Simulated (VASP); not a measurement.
# ZnS (F-43m) in VASP: notebook

The runs below take ZnS through density of states, vibrations by perturbation theory, with PBE.

Everything below comes from runs of VASP 6.6.1. Logs are shortened: lines on timing, memory, paths and dates and some standing lists are left out, and cuts for length are marked.

### 1 The cell of the first run

It takes space group F-43m (No. 216, cubic). Conventional cell: a = 5.443 Å, b = 5.443 Å, c = 5.443 Å, α = 90.00°, β = 90.00°, γ = 90.00°. Zn (site symmetry -43m) has 4 S at 2.36 Å within 3.1 Å. Within 3.1 Å of S (site symmetry -43m) lie 4 Zn at 2.36 Å.

### 2 Density of states, PBE

POSCAR

```
ZnS
1.0
    0.0000000000      2.7215935586      2.7215935586
    2.7215935586      0.0000000000      2.7215935586
    2.7215935586      2.7215935586      0.0000000000
Zn S
1 1
Direct
    0.2500000000      0.2500000000      0.2500000000
    0.0000000000      0.0000000000      0.0000000000
```

INCAR.step1

```
SYSTEM = ZnS
ALGO     = Normal         ! electronic algorithm
EDIFF    = 1E-6           ! SCF threshold, eV
ENCUT    = 520            ! plane-wave cutoff, eV
GGA      = PE             ! functional
ISIF     = 2              ! what is computed and relaxed
ISMEAR   = 0              ! smearing method
LASPH    = .True.         ! aspherical terms in the spheres
LCHARG   = .True.         ! write CHGCAR
LREAL    = .False.        ! projectors in reciprocal space
LWAVE    = .False.        ! write WAVECAR
NBANDS   = 16             ! bands
NELM     = 80             ! most SCF steps
PREC     = Accurate       ! precision mode
SIGMA    = 0.02           ! smearing width, eV
```

KPOINTS.step1

```
k-points
0
Gamma
  8 8 8
  0 0 0
```

INCAR.step2

```
SYSTEM = ZnS
ALGO     = Normal         ! electronic algorithm
EDIFF    = 1E-6           ! SCF threshold, eV
ENCUT    = 520            ! plane-wave cutoff, eV
GGA      = PE             ! functional
ICHARG   = 11             ! starting density
ISIF     = 2              ! what is computed and relaxed
ISMEAR   = -5             ! smearing method
LASPH    = .True.         ! aspherical terms in the spheres
LCHARG   = .False.        ! write CHGCAR
LORBIT   = 10             ! projections on sites
LREAL    = .False.        ! projectors in reciprocal space
LWAVE    = .False.        ! write WAVECAR
NEDOS    = 1001           ! points of the DOS
NELM     = 80             ! most SCF steps
PREC     = Accurate       ! precision mode
SIGMA    = 0.02           ! smearing width, eV
```

KPOINTS.step2

```
k-points
0
Gamma
  12 12 12
  0 0 0
```

Potentials or basis: VASP PAW PBE potentials, release 64 (Zn, S).

Command:

```bash
cat potpaw_PBE.64/Zn/POTCAR potpaw_PBE.64/S/POTCAR > POTCAR
cp INCAR.step1 INCAR
cp KPOINTS.step1 KPOINTS
mpirun -np 1 vasp_std > vasp.out
cp INCAR.step2 INCAR
cp KPOINTS.step2 KPOINTS
mpirun -np 1 vasp_std > vasp.out
```

OUTCAR:

```text
SYSTEM = ZnS
   EDIFF = 1E-6
   ENCUT = 520
   GGA = PE
   ICHARG = 11
   ISIF = 2
   ISMEAR = -5
   LASPH = .True.
   LORBIT = 10
   LREAL = .False.
   NELM = 80
   PREC = Accurate

 ion  position               nearest neighbor table
   1  0.250  0.250  0.250-   2 2.36   2 2.36   2 2.36   2 2.36
   2  0.000  0.000  0.000-   1 2.36   1 2.36   1 2.36   1 2.36

  LATTYP: Found a face centered cubic cell.
 ALAT       =     5.4431871172

  Lattice vectors:

 A1 = (   0.0000000000,   2.7215935586,   2.7215935586)
 A2 = (   2.7215935586,   0.0000000000,   2.7215935586)
 A3 = (   2.7215935586,   2.7215935586,   0.0000000000)

Analysis of symmetry for initial positions (statically):
=====================================================================
 Subroutine PRICEL returns:
 Original cell was already a primitive cell.

 Routine SETGRP: Setting up the symmetry group for a
 face centered cubic supercell.

 Subroutine GETGRP returns: Found 24 space group operations
 (whereof 24 operations were pure point group operations)
 out of a pool of 48 trial point group operations.

The static configuration has the point symmetry T_d .

Analysis of symmetry for dynamics (positions and initial velocities):
=====================================================================
 Subroutine PRICEL returns:
 Original cell was already a primitive cell.

 Routine SETGRP: Setting up the symmetry group for a
 face centered cubic supercell.

 Subroutine GETGRP returns: Found 24 space group operations
 (whereof 24 operations were pure point group operations)
 out of a pool of 48 trial point group operations.

The dynamic configuration has the point symmetry T_d .

 Subroutine INISYM returns: Found 24 space group operations
 (whereof 24 operations are pure point group operations),
 and found     1 'primitive' translations

----------------------------------------------------------------------------------------

                                     Primitive cell

  volume of cell :      40.3181

  direct lattice vectors                    reciprocal lattice vectors
     0.000000000  2.721593559  2.721593559    -0.183715896  0.183715896  0.183715896
     2.721593559  0.000000000  2.721593559     0.183715896 -0.183715896  0.183715896
     2.721593559  2.721593559  0.000000000     0.183715896  0.183715896 -0.183715896

  length of vectors
     3.848914522  3.848914522  3.848914522     0.318205267  0.318205267  0.318205267

  position of ions in fractional coordinates (direct lattice)
     0.250000000  0.250000000  0.250000000
     0.000000000  0.000000000  0.000000000

  ion indices of the primitive-cell ions
   primitive index   ion index
                 1           1
                 2           2

----------------------------------------------------------------------------------------

 KPOINTS: k-points

Automatic generation of k-mesh.
 Grid dimensions read from file:
 generate k-points for:   12   12   12

 Generating k-lattice:

  Cartesian coordinates                     Fractional coordinates (reciprocal lattice)
    -0.015309658  0.015309658  0.015309658     0.083333333  0.000000000  0.000000000
     0.015309658 -0.015309658  0.015309658     0.000000000  0.083333333  0.000000000
     0.015309658  0.015309658 -0.015309658     0.000000000  0.000000000  0.083333333

  Length of vectors
     0.026517106  0.026517106  0.026517106

  Shift w.r.t. Gamma in fractional coordinates (k-lattice)
     0.000000000  0.000000000  0.000000000

 TETIRR: Found    247 inequivalent tetrahedra from    10368

 Subroutine IBZKPT returns following result:
 ===========================================

 Found     72 irreducible k-points:

 Following reciprocal coordinates:
            Coordinates               Weight
  0.000000  0.000000  0.000000      1.000000
  0.083333  0.000000  0.000000      8.000000
  0.166667  0.000000  0.000000      8.000000
  0.250000  0.000000  0.000000      8.000000
  0.333333  0.000000  0.000000      8.000000
  0.416667  0.000000  0.000000      8.000000
[... 16 lines left out ...]
  0.500000  0.166667  0.000000     24.000000
 -0.416667  0.166667  0.000000     24.000000
 [... further k-points ...]
   k-points           NKPTS =     72   k-points in BZ     NKDIM =     72   number of bands    NBANDS=     13
   number of dos      NEDOS =   1001   number of ions     NIONS =      2
   total plane-waves  NPLWV =  27000
   dimension x,y,z NGX =    30 NGY =   30 NGZ =   30
   dimension x,y,z NGXF=    60 NGYF=   60 NGZF=   60
   ions per type =               1   1
   NGX,Y,Z   is equivalent  to a cutoff of  12.96, 12.96, 12.96 a.u.
   NGXF,Y,Z  is equivalent  to a cutoff of  25.92, 25.92, 25.92 a.u.
 SYSTEM =  ZnS
   PREC   = accura    normal or accurate (medium, high low for compatibility)
   ISTART =      0    job   : 0-new  1-cont  2-samecut
   ICHARG =     11    charge: 1-file 2-atom 10-const
   ISPIN  =      1    spin polarized calculation?
   LNONCOLLINEAR =      F non collinear calculations
   LSORBIT =      F    spin-orbit coupling
   LASPH  =      T    aspherical Exc in radial PAW
   ENCUT  =  520.0 eV  38.22 Ry    6.18 a.u.   7.16  7.16  7.16*2*pi/ulx,y,z
   NELM   =     80;   NELMIN=  2; NELMDL=  0     # of ELM steps
   EDIFF  = 0.1E-05   stopping-criterion for ELM
   LREAL  =      F    real-space projection
   EDIFFG = 0.1E-04   stopping-criterion for IOM
   NSW    =      0    number of steps for IOM
   IBRION =     -1    ionic relax: 0-MD 1-quasi-New 2-CG
   NFREE  =      0    steps in history (QN), initial steepest desc. (CG)
   ISIF   =      2    stress and relaxation
   ISYM   =      2    0-nonsym 1-usesym 2-fastsym
   POTIM  = 0.5000    time-step for ionic-motion
   TEBEG  =    0.0;   TEEND  =   0.0 temperature during run
   PSTRESS=    0.0 pullay stress
   NELECT =      18.0000    total number of electrons
   NUPDOWN=      -1.0000    fix difference up-down
   EMIN   =  10.00;   EMAX   =-10.00  energy-range for DOS
   EFERMI =   0.00;   METHOD = LEGACY
   ISMEAR =    -5;   SIGMA  =   0.02  broadening in eV -4-tet -1-fermi 0-gaus
   EFERMI_NEDOS =   21; number of points for ismear=-14 and -15
   IALGO  =     38    algorithm
   IMIX   =      4    mixing-type and parameters
     AMIX     =   0.40;   BMIX     =  1.00
     AMIX_MAG =   1.60;   BMIX_MAG =  1.00
  volume/ion in A,a.u.               =      20.16       136.04
  Fermi-wavevector in a.u.,A,eV,Ry     =   1.251216  2.364456 21.300496  1.565542
  Thomas-Fermi vector in A             =   2.385174
   LORBIT       =     10    0 simple, 1 ext, 2 COOP (PROOUT), +10 PAW based schemes
   GGA     = PE    functional components
   LHFCALC =     F    Hartree Fock is set to
   AEXX    =    0.0000 exact exchange contribution
   IVDW    =     0    specifies the selected vdW correction
   LEPSILON=     F    determine dielectric tensor
   LRPA    =     F    only Hartree local field effects (RPA)
 non-spin polarized calculation
 Fermi weights with tetrahedron method with Bloechl corrections
  energy-cutoff  :      520.00
  volume of cell :       40.32
 maximum number of plane-waves:      1106
 NGX is ok and might be reduce to    30

 number of electron      18.0000008 magnetization

 Free energy of the ion-electron system (eV)
  ---------------------------------------------------
  ext. energy  EPLUGINS =         0.00000000
  ---------------------------------------------------
  free energy    TOTEN  =        -6.85261151 eV

  energy without entropy =       -6.85261151  energy(sigma->0) =       -6.85261151

 E-fermi :   1.9234     XC(G=0):  -9.5282

 val. band max:        1.9070334860   @ k =   0.0000   0.0000   0.0000
 cond. band min:       3.9271855142   @ k =   0.0000   0.0000   0.0000
 fundamental gap:      2.0201520282
 Fermi energy:         1.9233960781

 k-point     1 :       0.0000    0.0000    0.0000
  band No.  band energies     occupation
      1     -11.0842      2.00000
      2      -4.3485      2.00000
      3      -4.3485      2.00000
      4      -4.3485      2.00000
      5      -3.8742      2.00000
      6      -3.8742      2.00000
      7       1.9070      2.00000
      8       1.9070      2.00000
      9       1.9070      2.00000
     10       3.9272      0.00000
     11       8.3177      0.00000
     12       8.3177      0.00000
     13       8.3177      0.00000

 k-point     2 :       0.0833    0.0000    0.0000
  band No.  band energies     occupation
      1     -11.0334      2.00000
      2      -4.3480      2.00000
      3      -4.3392      2.00000
      4      -4.3392      2.00000
      5      -3.8751      2.00000
      6      -3.8751      2.00000
      7       1.3235      2.00000
      8       1.8411      2.00000
      9       1.8411      2.00000
     10       4.3964      0.00000
     11       8.2379      0.00000
     12       8.4360      0.00000
     13       8.4360      0.00000

 k-point     3 :       0.1667    0.0000    0.0000
  band No.  band energies     occupation
      1     -10.8895      2.00000
      2      -4.3382      2.00000
      3      -4.3148      2.00000
      4      -4.3148      2.00000
      5      -3.8760      2.00000
      6      -3.8760      2.00000
      7       0.2476      2.00000
      8       1.6705      2.00000
      9       1.6705      2.00000
     10       5.0451      0.00000
     11       8.2738      0.00000
     12       8.7087      0.00000
     13       8.7087      0.00000
[... 305 lines left out ...]
 k-point    23 :       0.5000    0.1667    0.0000
  band No.  band energies     occupation
      1     -10.1298      2.00000
      2      -4.2423      2.00000
      3      -4.1865      2.00000
      4      -3.9602      2.00000
      5      -3.8406      2.00000
      6      -3.7194      2.00000
      7      -2.7961      2.00000
      8       0.1397      2.00000
      9       0.7032      2.00000
     10       6.1525      0.00000
     11       8.1260      0.00000
     12       9.7415      0.00000
     13      10.2617      0.00000

 k-point    24 :      -0.4167    0.1667    0.0000
  band No.  band energies     occupation
      1     -10.1114      2.00000
      2      -4.2331      2.00000
      3      -4.1919      2.00000
      4      -3.9079      2.00000
      5      -3.8562      2.00000
      6      -3.6721      2.00000
      7      -2.9337      2.00000
      8      -0.0234      2.00000
      9       0.8291      2.00000
     10       6.2011      0.00000
     11       8.2079      0.00000
     12       9.5845      0.00000
     13      10.5727      0.00000

 [... further k-points ...]
[... 5 lines left out ...]
  --------------------------------------------------------------------------------------
  -------------------------------------------------------------------------------------
  Total        0.0533956      0.0533956      0.0533956      0.0000000     -0.0000000      0.0000000
  in kB        2.1218595      2.1218595      2.1218595      0.0000000     -0.0000000      0.0000000
  external PRESSURE =       2.1218595 kB  Pullay stress =       0.0000000 kB

 VOLUME and BASIS-vectors are now :
 -----------------------------------------------------------------------------
  energy-cutoff  :      520.00
  volume of cell :       40.32
      direct lattice vectors                 reciprocal lattice vectors
     0.000000000  2.721593559  2.721593559    -0.183715896  0.183715896  0.183715896
     2.721593559  0.000000000  2.721593559     0.183715896 -0.183715896  0.183715896
     2.721593559  2.721593559  0.000000000     0.183715896  0.183715896 -0.183715896

 POSITION                                       TOTAL-FORCE (eV/Angst)
 -----------------------------------------------------------------------------------
      1.36080      1.36080      1.36080        -0.000000     -0.000000     -0.000000
      0.00000      0.00000      0.00000         0.000000      0.000000      0.000000
 -----------------------------------------------------------------------------------
    total drift:                                0.000000      0.000000      0.000000

  FREE ENERGIE OF THE ION-ELECTRON SYSTEM (eV)
  ---------------------------------------------------
  free  energy   TOTEN  =        -6.8526115072 eV

  energy  without entropy=       -6.8526115072  energy(sigma->0) =       -6.85261151

 total charge

# of ion       s       p       d       tot
------------------------------------------
    1        0.514   0.458   9.797  10.769
    2        1.316   2.426   0.000   3.742
--------------------------------------------------
tot          1.830   2.884   9.797  14.511
```

Wall time 22 s (1 thread of Intel Xeon Platinum 8559C (Emerald Rapids), shared host); peak memory 0.18 GiB.

Results:

| Property | Result |
| --- | --- |
| Valence electrons inside the program's atomic spheres | Zn 10.77; S 3.74 |

[end of part 1 of 2]
